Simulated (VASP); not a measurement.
# I in VASP: notebook

Runs on I. Level: r2SCAN. Tasks: single point.

All numbers are computed with VASP 6.6.1; they aren't measurements. Logs are shortened: lines on timing, memory, paths and dates and some standing lists are left out, and cuts for length are marked.

## 1. The cell of the first run

The structure is orthorhombic, space group Fmmm (No. 69). The conventional cell has a = 4.166 Å, b = 4.321 Å, c = 5.839 Å, α = 90.00°, β = 90.00°, γ = 90.00°. I (site symmetry mmm) has 12 I at 3.00 to 3.63 Å within 4.0 Å.

## 2. Single point, r2SCAN

Input file POSCAR:

```
I
1.0
    0.0000000000      2.1603188013      2.9195881004
    2.0828324323      0.0000000000      2.9195881004
    2.0828324323      2.1603188013      0.0000000000
I
1
Direct
    0.0000000000      0.0000000000      0.0000000000
```

Input file INCAR.step1:

```
SYSTEM = I
PREC = Accurate
ENCUT = 520
ISMEAR = -1
SIGMA = 0.05
LREAL = .False.
LASPH = .True.
NELM = 60
NBANDS = 10
GGA = PE
ALGO = Normal
EDIFF = 1E-4
LWAVE = .True.
LCHARG = .False.
```

Input file INCAR.step2:

```
SYSTEM = I
PREC = Accurate
ENCUT = 520
EDIFF = 1E-6
ISMEAR = -1
SIGMA = 0.05
LREAL = .False.
LASPH = .True.
NELM = 60
ALGO = Normal
ISIF = 2
LWAVE = .False.
LCHARG = .False.
METAGGA = R2SCAN
LMIXTAU = .True.
NBANDS = 10
ISTART = 1
```

Input file KPOINTS:

```
regular mesh
0
Gamma
  9 9 9
  0 0 0
```

Potentials or basis: VASP PAW PBE potentials, release 64 (I).

Started as:

```bash
cat potpaw_PBE.64/I/POTCAR > POTCAR
cp INCAR.step1 INCAR
mpirun -np 1 vasp_std > vasp.out
cp INCAR.step2 INCAR
mpirun -np 1 vasp_std > vasp.out
```

OUTCAR:

```text
SYSTEM = I
   PREC = Accurate
   ENCUT = 520
   EDIFF = 1E-6
   ISMEAR = -1
   LREAL = .False.
   LASPH = .True.
   NELM = 60
   ISIF = 2
   METAGGA = R2SCAN
   ISTART = 1

 ion  position               nearest neighbor table
   1  0.000  0.000  0.000-

  LATTYP: Found a face centered orthorhombic cell.
 ALAT       =     4.1656648646
 B/A-ratio  =     1.0372024018
 C/A-ratio  =     1.4017393119

  Lattice vectors:

 A1 = (   0.0000000000,   2.1603188013,   2.9195881004)
 A2 = (   2.0828324323,   0.0000000000,   2.9195881004)
 A3 = (   2.0828324323,   2.1603188013,   0.0000000000)

Analysis of symmetry for initial positions (statically):
=====================================================================
 Subroutine PRICEL returns:
 Original cell was already a primitive cell.

 Routine SETGRP: Setting up the symmetry group for a
 face centered orthorhombic supercell.

 Subroutine GETGRP returns: Found  8 space group operations
 (whereof  8 operations were pure point group operations)
 out of a pool of  8 trial point group operations.

The static configuration has the point symmetry D_2h.

Analysis of symmetry for dynamics (positions and initial velocities):
=====================================================================
 Subroutine PRICEL returns:
 Original cell was already a primitive cell.

 Routine SETGRP: Setting up the symmetry group for a
 face centered orthorhombic supercell.

 Subroutine GETGRP returns: Found  8 space group operations
 (whereof  8 operations were pure point group operations)
 out of a pool of  8 trial point group operations.

The dynamic configuration has the point symmetry D_2h.

 Subroutine INISYM returns: Found  8 space group operations
 (whereof  8 operations are pure point group operations),
 and found     1 'primitive' translations

----------------------------------------------------------------------------------------

                                     Primitive cell

  volume of cell :      26.2739

  direct lattice vectors                    reciprocal lattice vectors
     0.000000000  2.160318801  2.919588100    -0.240057718  0.231447321  0.171257034
     2.082832432  0.000000000  2.919588100     0.240057718 -0.231447321  0.171257034
     2.082832432  2.160318801  0.000000000     0.240057718  0.231447321 -0.171257034

  length of vectors
     3.631937775  3.586388938  3.000861254     0.374866032  0.374866032  0.374866032

  position of ions in fractional coordinates (direct lattice)
     0.000000000  0.000000000  0.000000000

  ion indices of the primitive-cell ions
   primitive index   ion index
                 1           1

----------------------------------------------------------------------------------------

 KPOINTS: regular mesh

Automatic generation of k-mesh.
 Grid dimensions read from file:
 generate k-points for:    9    9    9

 Generating k-lattice:

  Cartesian coordinates                     Fractional coordinates (reciprocal lattice)
    -0.026673080  0.025716369  0.019028559     0.111111111  0.000000000  0.000000000
     0.026673080 -0.025716369  0.019028559     0.000000000  0.111111111  0.000000000
     0.026673080  0.025716369 -0.019028559     0.000000000  0.000000000  0.111111111

  Length of vectors
     0.041651781  0.041651781  0.041651781

  Shift w.r.t. Gamma in fractional coordinates (k-lattice)
     0.000000000  0.000000000  0.000000000

 Subroutine IBZKPT returns following result:
 ===========================================

 Found    125 irreducible k-points:

 Following reciprocal coordinates:
            Coordinates               Weight
  0.000000  0.000000  0.000000      1.000000
  0.111111 -0.000000  0.000000      8.000000
  0.222222  0.000000  0.000000      8.000000
  0.333333  0.000000  0.000000      8.000000
  0.444444  0.000000  0.000000      8.000000
  0.111111  0.111111  0.000000      2.000000
[... 16 lines left out ...]
 -0.333333  0.333333  0.000000      4.000000
  0.444444  0.444444  0.000000      2.000000
 [... further k-points ...]
   k-points           NKPTS =    125   k-points in BZ     NKDIM =    125   number of bands    NBANDS=     10
   number of dos      NEDOS =    301   number of ions     NIONS =      1
   total plane-waves  NPLWV =  18816
   dimension x,y,z NGX =    28 NGY =   28 NGZ =   24
   dimension x,y,z NGXF=    56 NGYF=   56 NGZF=   48
   ions per type =               1
   NGX,Y,Z   is equivalent  to a cutoff of  12.82, 12.98, 13.30 a.u.
   NGXF,Y,Z  is equivalent  to a cutoff of  25.63, 25.96, 26.59 a.u.
 SYSTEM =  I
   PREC   = accura    normal or accurate (medium, high low for compatibility)
   ISTART =      1    job   : 0-new  1-cont  2-samecut
   ICHARG =      0    charge: 1-file 2-atom 10-const
   ISPIN  =      1    spin polarized calculation?
   LNONCOLLINEAR =      F non collinear calculations
   LSORBIT =      F    spin-orbit coupling
   LASPH  =      T    aspherical Exc in radial PAW
   ENCUT  =  520.0 eV  38.22 Ry    6.18 a.u.   6.75  6.67  5.58*2*pi/ulx,y,z
   NELM   =     60;   NELMIN=  2; NELMDL=  0     # of ELM steps
   EDIFF  = 0.1E-05   stopping-criterion for ELM
   LREAL  =      F    real-space projection
   EDIFFG = 0.1E-04   stopping-criterion for IOM
   NSW    =      0    number of steps for IOM
   IBRION =     -1    ionic relax: 0-MD 1-quasi-New 2-CG
   NFREE  =      0    steps in history (QN), initial steepest desc. (CG)
   ISIF   =      2    stress and relaxation
   ISYM   =      2    0-nonsym 1-usesym 2-fastsym
   POTIM  = 0.5000    time-step for ionic-motion
   TEBEG  =    0.0;   TEEND  =   0.0 temperature during run
   PSTRESS=    0.0 pullay stress
   NELECT =       7.0000    total number of electrons
   NUPDOWN=      -1.0000    fix difference up-down
   EMIN   =  10.00;   EMAX   =-10.00  energy-range for DOS
   EFERMI =   0.00;   METHOD = LEGACY
   ISMEAR =    -1;   SIGMA  =   0.05  broadening in eV -4-tet -1-fermi 0-gaus
   EFERMI_NEDOS =   21; number of points for ismear=-14 and -15
   IALGO  =     38    algorithm
   IMIX   =      4    mixing-type and parameters
     AMIX     =   0.40;   BMIX     =  1.00
     AMIX_MAG =   1.60;   BMIX_MAG =  1.00
  volume/ion in A,a.u.               =      26.27       177.30
  Fermi-wavevector in a.u.,A,eV,Ry     =   1.053415  1.990666 15.098163  1.109684
  Thomas-Fermi vector in A             =   2.188536
   LORBIT       =      0    0 simple, 1 ext, 2 COOP (PROOUT), +10 PAW based schemes
   METAGGA = R2SCAN    functional components
   LHFCALC =     F    Hartree Fock is set to
   AEXX    =    0.0000 exact exchange contribution
   IVDW    =     0    specifies the selected vdW correction
   LEPSILON=     F    determine dielectric tensor
   LRPA    =     F    only Hartree local field effects (RPA)
 non-spin polarized calculation
  energy-cutoff  :      520.00
  volume of cell :       26.27
 maximum number of plane-waves:       729
   NGX = 13   NGY = 13   NGZ = 11

 number of electron       7.0000000 magnetization

 Free energy of the ion-electron system (eV)
  ---------------------------------------------------
  ext. energy  EPLUGINS =         0.00000000
  ---------------------------------------------------
  free energy    TOTEN  =       -23.86281448 eV

  energy without entropy =      -23.85997256  energy(sigma->0) =      -23.86139352

 E-fermi :   8.9466     XC(G=0): -10.8872

 val. band max:        8.9403898360   @ k =   0.4444   0.2222   0.1111
 cond. band min:       8.9499677809   @ k =  -0.1111   0.0000   0.1111
 fundamental gap:      0.0095779449
 Fermi energy:         8.9465946631

 k-point     1 :       0.0000    0.0000    0.0000
  band No.  band energies     occupation
      1      -8.0144      2.00000
      2       8.5493      1.99929
      3      10.6545      0.00000
      4      10.8280      0.00000
      5      16.4392      0.00000
      6      16.9296      0.00000
      7      19.8605      0.00000
      8      20.6753      0.00000
      9      20.9181      0.00000
     10      21.4585      0.00000

 k-point     2 :       0.1111   -0.0000    0.0000
  band No.  band energies     occupation
      1      -7.7837      2.00000
      2       8.1506      2.00000
      3       9.1940      0.01408
      4      10.8154      0.00000
      5      16.7337      0.00000
      6      17.6527      0.00000
      7      18.6479      0.00000
      8      20.7586      0.00000
      9      21.1043      0.00000
     10      22.1336      0.00000

 k-point     3 :       0.2222    0.0000    0.0000
  band No.  band energies     occupation
      1      -7.1153      2.00000
      2       5.9568      2.00000
      3       7.8208      2.00000
      4      11.0113      0.00000
      5      15.6264      0.00000
      6      18.0760      0.00000
      7      19.4858      0.00000
      8      21.9081      0.00000
      9      22.7250      0.00000
     10      23.8944      0.00000

 k-point     4 :       0.3333    0.0000    0.0000
  band No.  band energies     occupation
      1      -6.1172      2.00000
      2       3.2201      2.00000
      3       7.2061      2.00000
      4      11.2737      0.00000
      5      14.3458      0.00000
      6      18.4253      0.00000
      7      21.4031      0.00000
      8      21.8830      0.00000
      9      22.8719      0.00000
     10      24.1804      0.00000

 k-point     5 :       0.4444    0.0000    0.0000
  band No.  band energies     occupation
      1      -5.1727      2.00000
      2       1.3417      2.00000
      3       6.8751      2.00000
      4      11.4724      0.00000
      5      13.6839      0.00000
      6      18.8297      0.00000
      7      20.8464      0.00000
      8      21.4552      0.00000
      9      24.6660      0.00000
     10      26.0267      0.00000

 k-point     6 :       0.1111    0.1111    0.0000
  band No.  band energies     occupation
      1      -7.8548      2.00000
      2       7.3366      2.00000
      3      10.4186      0.00000
      4      10.6044      0.00000
      5      16.5205      0.00000
      6      17.3193      0.00000
      7      19.4048      0.00000
      8      21.2838      0.00000
      9      21.5052      0.00000
     10      22.3237      0.00000
[... 183 lines left out ...]
 k-point    21 :       0.4444    0.3333   -0.0000
  band No.  band energies     occupation
      1      -6.3294      2.00000
      2       2.4252      2.00000
      3       7.6731      2.00000
      4       9.4936      0.00004
      5      15.5436      0.00000
      6      17.4476      0.00000
      7      23.7784      0.00000
      8      26.2270      0.00000
      9      27.3364      0.00000
     10      27.6372      0.00000

 k-point    22 :      -0.4444    0.3333   -0.0000
  band No.  band energies     occupation
      1      -5.6720      2.00000
      2       2.5131      2.00000
      3       4.9057      2.00000
      4       9.8595      0.00000
      5      15.9790      0.00000
      6      20.6679      0.00000
      7      22.3730      0.00000
      8      24.8101      0.00000
      9      26.7166      0.00000
     10      27.3120      0.00000

 k-point    23 :      -0.3333    0.3333    0.0000
  band No.  band energies     occupation
      1      -5.0506      2.00000
      2       2.6262      2.00000
      3       3.3500      2.00000
      4      10.5199      0.00000
      5      16.7696      0.00000
      6      20.1551      0.00000
      7      22.5268      0.00000
      8      23.2238      0.00000
      9      25.1190      0.00000
     10      26.2158      0.00000

 k-point    24 :       0.4444    0.4444    0.0000
  band No.  band energies     occupation
      1      -6.2846      2.00000
      2       1.7372      2.00000
      3       9.0879      0.11186
      4       9.3309      0.00092
      5      14.8526      0.00000
      6      15.7454      0.00000
      7      27.7758      0.00000
      8      27.7957      0.00000
      9      27.8323      0.00000
     10      29.0961      0.00000

 [... further k-points ...]

------------------------ aborting loop because EDIFF is reached ----------------------------------------

  FORCE on cell =-STRESS in cart. coord.  units (eV):
  Direction    XX          YY          ZZ          XY          YZ          ZX
  --------------------------------------------------------------------------------------
  -------------------------------------------------------------------------------------
  Total        3.2644716      3.2546617      3.2639417      0.0000000      0.0000000      0.0000000
  in kB      199.0672053    198.4689981    199.0348900      0.0000000      0.0000000      0.0000000
  external PRESSURE =     198.8570311 kB  Pullay stress =       0.0000000 kB

 VOLUME and BASIS-vectors are now :
 -----------------------------------------------------------------------------
  energy-cutoff  :      520.00
  volume of cell :       26.27
      direct lattice vectors                 reciprocal lattice vectors
     0.000000000  2.160318801  2.919588100    -0.240057718  0.231447321  0.171257034
     2.082832432  0.000000000  2.919588100     0.240057718 -0.231447321  0.171257034
     2.082832432  2.160318801  0.000000000     0.240057718  0.231447321 -0.171257034

 POSITION                                       TOTAL-FORCE (eV/Angst)
 -----------------------------------------------------------------------------------
      0.00000      0.00000      0.00000         0.000000      0.000000      0.000000
 -----------------------------------------------------------------------------------
    total drift:                               -0.000000      0.000000      0.000000

  FREE ENERGIE OF THE ION-ELECTRON SYSTEM (eV)
  ---------------------------------------------------
  free  energy   TOTEN  =       -23.8628144754 eV

  energy  without entropy=      -23.8599725648  energy(sigma->0) =      -23.86139352
```

It took 2.6 min on 1 thread of Oxide Virtual Turin-like, shared host; peak memory 0.14 GiB.

What came out:

* Free energy: -23.8628 eV
* Pressure: 19.9 GPa
* Band gap on the k mesh: zero (an odd number of electrons rules out a gap without spin polarisation)

Levels at points of the mesh, in eV from the Fermi level:
```tsv
k point	band 2	band 3	band 4	band 5	band 6	band 7
(0.00, 0.00, 0.00)	-0.40	1.71	1.88	7.49	7.98	10.91
```

Caveat: the cell stands under pressure; the PAW data sets were made with another functional, which shifts forces and pressure a little; spin-orbit coupling is left out, which moves the levels of the heavy elements; an odd number of electrons without spin polarisation forces a metal; a magnetic or distorted state may lie lower.

(Continued in part 2 of 2.)

The gap in the log of VASP goes by the Fermi energy; the results here count the filled bands.